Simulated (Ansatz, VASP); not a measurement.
## SiO2 in VASP and in Ansatz

```
Si O
1.0
     5.05968    0.00000    0.00000
    -2.52984    4.38181    0.00000
     0.00000    0.00000    5.54109
Si O
3 6
Direct
  0.00000 0.50000 0.33333
  0.50000 0.50000 0.66667
  0.50000 0.00000 0.00000
  0.58350 0.79175 0.83333
  0.79175 0.58350 0.50000
  0.79175 0.20825 0.16667
  0.41650 0.20825 0.83333
  0.20825 0.41650 0.50000
  0.20825 0.79175 0.16667
```

Alike in both runs: functional r2SCAN; k mesh 6 × 6 × 4; occupations gaussian, width 0.02 eV; no spin polarisation.

Ansatz relaxed the structure, and its values are those at the end. VASP's run is a single point on that final structure, the one shown.

|  | VASP | Ansatz |
| --- | --- | --- |
| version | VASP 6.6.1 | Ansatz 0.2.0 |
| potentials or method | VASP PAW PBE potentials, release 64 (Si, O), cutoff 520 eV | scalar-relativistic, plane waves, PAW |
| valence electrons in the cell | 48 | 48 |

```csv
,VASP,Ansatz,Ansatz less VASP
gap on the k mesh at the Fermi level (eV),6.30,6.30,+0.003
least direct gap on the mesh (eV),6.49,6.49,0.000
pressure (GPa),0.1,0.0,-0.17
rms of the force components (eV/Å),0.006,0.001,-0.0053
```

VASP's potentials were made for PBE, not for r2SCAN.
